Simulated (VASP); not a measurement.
# SiC (F-43m) in VASP: a series of runs, part 2 of 2

VASP 6.6.1.

## 4. Relaxation of cell and atoms, PBEsol

This run uses another cell than the first one, of 10.27 Å³/atom, 0.994 times its volume.

File INCAR:

```
  ALGO = Normal
  EDIFF = 1E-7
  EDIFFG = -0.005
  ENCUT = 600
  GGA = PS
  IBRION = 2
  ISIF = 3
  ISMEAR = 0
  LASPH = T
  LCHARG = F
  LREAL = F
  LWAVE = F
  NELM = 60
  NSW = 100
  PREC = Accurate
  SIGMA = 0.02
```

File KPOINTS:

```
k-points
0
Gamma
  12 12 12
```

File POSCAR:

```
SiC
1.0
    0.0000000000      2.1740000000      2.1740000000
    2.1740000000      0.0000000000      2.1740000000
    2.1740000000      2.1740000000      0.0000000000
Si C
1 1
Direct
    0.0000000000      0.0000000000      0.0000000000
    0.7500000000      0.7500000000      0.7500000000
```

Potentials or basis: VASP PAW PBE potentials, release 64 (Si, C).

Launch:

```
$ cat potpaw_PBE.64/Si/POTCAR potpaw_PBE.64/C/POTCAR > POTCAR
$ mpirun -np 1 vasp_std > vasp.out
```

OUTCAR:

```text
EDIFF = 1E-7
   EDIFFG = -0.005
   ENCUT = 600
   GGA = PS
   IBRION = 2
   ISIF = 3
   ISMEAR = 0
   LASPH = T
   LREAL = F
   NELM = 60
   NSW = 100
   PREC = Accurate

 ion  position               nearest neighbor table
   1  0.000  0.000  0.000-   2 1.88   2 1.88   2 1.88   2 1.88
   2  0.750  0.750  0.750-   1 1.88   1 1.88   1 1.88   1 1.88

  LATTYP: Found a face centered cubic cell.
 ALAT       =     4.3480000000

  Lattice vectors:

 A1 = (   0.0000000000,   2.1740000000,   2.1740000000)
 A2 = (   2.1740000000,   0.0000000000,   2.1740000000)
 A3 = (   2.1740000000,   2.1740000000,   0.0000000000)

Analysis of symmetry for initial positions (statically):
=====================================================================
 Subroutine PRICEL returns:
 Original cell was already a primitive cell.

 Routine SETGRP: Setting up the symmetry group for a
 face centered cubic supercell.

 Subroutine GETGRP returns: Found 24 space group operations
 (whereof 24 operations were pure point group operations)
 out of a pool of 48 trial point group operations.

The static configuration has the point symmetry T_d .

Analysis of symmetry for dynamics (positions and initial velocities):
=====================================================================
 Subroutine PRICEL returns:
 Original cell was already a primitive cell.

 Routine SETGRP: Setting up the symmetry group for a
 face centered cubic supercell.

 Subroutine GETGRP returns: Found 24 space group operations
 (whereof 24 operations were pure point group operations)
 out of a pool of 48 trial point group operations.

The dynamic configuration has the point symmetry T_d .

 Subroutine INISYM returns: Found 24 space group operations
 (whereof 24 operations are pure point group operations),
 and found     1 'primitive' translations

[... 123 lines left out ...]
   LEPSILON=     F    determine dielectric tensor
   LRPA    =     F    only Hartree local field effects (RPA)
 conjugate gradient relaxation of ions
 non-spin polarized calculation
 Gauss-broadening in eV      SIGMA  =   0.02
  energy-cutoff  :      600.00
  volume of cell :       20.55
 maximum number of plane-waves:       701
 NGX is ok and might be reduce to    28
   NGX = 13   NGY = 13   NGZ = 13

--------------------------------------- Ionic step        1  -------------------------------------------

 number of electron       8.0000000 magnetization

 Free energy of the ion-electron system (eV)
  ---------------------------------------------------
  ext. energy  EPLUGINS =         0.00000000
  ---------------------------------------------------
  free energy    TOTEN  =       -15.91541688 eV

  energy without entropy =      -15.91541688  energy(sigma->0) =      -15.91541688

------------------------ aborting loop because EDIFF is reached ----------------------------------------

  FORCE on cell =-STRESS in cart. coord.  units (eV):
  Direction    XX          YY          ZZ          XY          YZ          ZX
  --------------------------------------------------------------------------------------
  -------------------------------------------------------------------------------------
  Total        0.2033378      0.2033378      0.2033378      0.0000000     -0.0000000     -0.0000000
  in kB       15.8533171     15.8533171     15.8533171      0.0000000     -0.0000000     -0.0000000
  external PRESSURE =      15.8533171 kB  Pullay stress =       0.0000000 kB
[... 59 lines left out ...]
--------------------------------------- Ionic step        3  -------------------------------------------

 number of electron       8.0000000 magnetization

 Free energy of the ion-electron system (eV)
  ---------------------------------------------------
  ext. energy  EPLUGINS =         0.00000000
  ---------------------------------------------------
  free energy    TOTEN  =       -15.91613093 eV

  energy without entropy =      -15.91613093  energy(sigma->0) =      -15.91613093

 E-fermi :   8.2170     XC(G=0): -11.5041

 val. band max:        8.0539196465   @ k =   0.0000   0.0000   0.0000
 cond. band min:       9.2884166980   @ k =   0.5000   0.5000   0.0000
 fundamental gap:      1.2344970515
 Fermi energy:         8.2169847624

 k-point     1 :       0.0000    0.0000    0.0000
  band No.  band energies     occupation
      1      -7.3687      2.00000
      2       8.0539      2.00000
      3       8.0539      2.00000
      4       8.0539      2.00000
      5      14.2389      0.00000
      6      15.2960      0.00000
      7      15.2960      0.00000
      8      15.2960      0.00000
[... 243 lines left out ...]
 k-point    24 :      -0.4167    0.1667    0.0000
  band No.  band energies     occupation
      1      -3.4418      2.00000
      2      -0.0098      2.00000
      3       4.9442      2.00000
      4       6.5324      2.00000
      5      13.0986      0.00000
      6      15.7072      0.00000
      7      16.5153      0.00000
      8      19.1551      0.00000

 [... further k-points ...]
[... 5 lines left out ...]
  --------------------------------------------------------------------------------------
  -------------------------------------------------------------------------------------
  Total        0.0006408      0.0006408      0.0006408      0.0000000     -0.0000000     -0.0000000
  in kB        0.0496060      0.0496060      0.0496060      0.0000000     -0.0000000     -0.0000000
  external PRESSURE =       0.0496060 kB  Pullay stress =       0.0000000 kB
[... 17 lines left out ...]
  FREE ENERGIE OF THE ION-ELECTRON SYSTEM (eV)
  ---------------------------------------------------
  free  energy   TOTEN  =       -15.9161309265 eV

  energy  without entropy=      -15.9161309265  energy(sigma->0) =      -15.91613093

 reached required accuracy - stopping structural energy minimisation
```

CONTCAR:

```text
SiC
   1.00000000000000
     0.0000000000000000    2.1791221767338493    2.1791221767338493
     2.1791221767338493   -0.0000000000000000    2.1791221767338493
     2.1791221767338493    2.1791221767338493   -0.0000000000000000
  Si              C
     1     1
Direct
     0.0000000000000000    0.0000000000000000    0.0000000000000000
     0.7500000000000000    0.7500000000000000    0.7500000000000000

  0.00000000E+00  0.00000000E+00  0.00000000E+00
  0.00000000E+00  0.00000000E+00  0.00000000E+00
```

Run time: 21 s. Hardware: 1 thread of AMD EPYC 9R45 (Zen 5), shared host; peak memory 0.13 GiB.

Results:

```
Free energy                            : -15.9161 eV
Relaxed volume                         : 10.35 Å³/atom
Relaxed cell                           : a = 3.082 Å, b = 3.082 Å, c = 3.082 Å, α = 60.00°, β = 60.00°, γ = 60.00°
Space group after relaxing (to 0.05 Å) : F-43m (No. 216)
Energy gained by relaxing              : 0.4 meV/atom
Ionic steps                            : 3
Pressure after relaxing                : 0.0 GPa
Band gap on the k mesh                 : 1.23 eV, indirect (least direct gap 4.44 eV)
```

The path:
```csv
step,energy change (eV),largest force (eV/Å),pressure (GPa),volume (Å³)
1,0.0000,0.0000,1.59,20.55
2,0.0001,0.0000,-1.65,20.85
3,-0.0007,0.0000,0.00,20.70
```

Final structure:
```
CELL_PARAMETERS angstrom
0.00000 2.17912 2.17912
2.17912 0.00000 2.17912
2.17912 2.17912 0.00000
ATOMIC_POSITIONS crystal
Si 0.00000 0.00000 0.00000
C 0.75000 0.75000 0.75000
```

Caveat: the PAW data sets were made with another functional, which shifts forces and pressure a little. A k mesh can miss the band edges.

## 5. Single point, PBEsol

File INCAR:

```
SYSTEM = SiC
  PREC = Accurate
  ENCUT = 520
  EDIFF = 1E-6
  ISMEAR = 0
  SIGMA = 0.05
  LREAL = .False.
  LASPH = .True.
  NELM = 60
  ALGO = Normal
  ISIF = 2
  LWAVE = .False.
  LCHARG = .False.
  GGA = PS
  NBANDS = 11
```

File KPOINTS:

```
regular mesh
0
Gamma
  12 12 12
  0 0 0
```

File POSCAR:

```
SiC
1.0
    0.0000000000      2.1783945700      2.1783945700
    2.1783945700      0.0000000000      2.1783945700
    2.1783945700      2.1783945700      0.0000000000
Si C
1 1
Direct
    0.0000000000      0.0000000000      0.0000000000
    0.7500000000      0.7500000000      0.7500000000
```

Launch:

```
$ cat potpaw_PBE.64/Si/POTCAR potpaw_PBE.64/C/POTCAR > POTCAR
$ mpirun -np 1 vasp_std > vasp.out
```

Wall time 7.4 s (1 thread of Intel Xeon 6975P-C (Granite Rapids), shared host); peak memory 0.14 GiB.

The run converged. Its results:

* Free energy: -15.9151 eV
* Pressure: 0.4 GPa
* Band gap on the k mesh: 1.23 eV, indirect (least direct gap 4.44 eV)

Levels at points of the mesh, in eV from the valence-band top:
```csv
k point,band 1,band 2,band 3,band 4,band 5,band 6,band 7,band 8
"(0.00, 0.00, 0.00)",-15.43,0.00,0.00,0.00,6.20,7.25,7.25,7.25
"(0.50, 0.00, 0.00)",-11.82,-8.60,-1.06,-1.06,5.38,7.14,7.14,9.92
"(0.50, 0.50, 0.00)",-10.36,-7.84,-3.21,-3.21,1.23,4.20,13.96,13.96
```

Caveat: the PAW data sets were made with another functional, which shifts forces and pressure a little.

## 6. Overview

```csv
task,cell,k mesh,cutoff (eV),smearing,gap on the mesh (eV),pressure (GPa)
single point,"a = 3.081 Å, angles 60.0°, 2 atoms",10 × 10 × 10,520,gaussian 0.05 eV,1.23,0.4
single point,"a = 3.081 Å, angles 60.0°, 2 atoms",12 × 12 × 12,520,gaussian 0.02 eV,1.23,0.4
relaxation of cell and atoms,"relaxed from a = 3.075 Å, angles 60.0°, 2 atoms",12 × 12 × 12,600,gaussian 0.02 eV,1.23,0.0
single point,"a = 3.081 Å, angles 60.0°, 2 atoms",12 × 12 × 12,520,gaussian 0.05 eV,1.23,0.4
```

Alike in all rows: level PBEsol; potentials or basis VASP PAW PBE potentials, release 64 (Si, C); no spin polarisation.

On the cell as given the gap runs from 1.23 eV (PBEsol) to 1.23 eV (PBEsol); the meshes differ, which moves gaps too.

Caveats: the PAW data sets were made with another functional, which shifts forces and pressure a little.

Total energies depend on the potentials used, so only differences within one code and one set of settings carry meaning.

## 7. Against experiment

Step 2. Measured gap of SiC: 2.4 eV (indirect; quoted in “Insight into the structural, elastic and electronic properties of a new orthorhombic 6O-SiC polytype”, 2020, pmc:7200658). This calculation gives 1.23 eV (-1.17 eV). The value is that of PBEsol on a finite k mesh, which can miss the band edges, without temperature or zero-point motion. Semilocal functionals fall short of measured gaps as a rule.

Step 3. A measured gap of SiC is 2.4 eV (indirect; quoted in “Insight into the structural, elastic and electronic properties of a new orthorhombic 6O-SiC polytype”, 2020, pmc:7200658); the calculated 1.23 eV misses it by -1.17 eV. The value is that of PBEsol on a finite k mesh, which can miss the band edges, without temperature or zero-point motion. Semilocal functionals fall short of measured gaps as a rule.

Step 5. Measured gap of SiC: 2.4 eV (indirect; quoted in “Insight into the structural, elastic and electronic properties of a new orthorhombic 6O-SiC polytype”, 2020, pmc:7200658). This calculation gives 1.23 eV (-1.17 eV). The value is that of PBEsol on a finite k mesh, which can miss the band edges, without temperature or zero-point motion. Semilocal functionals fall short of measured gaps as a rule.
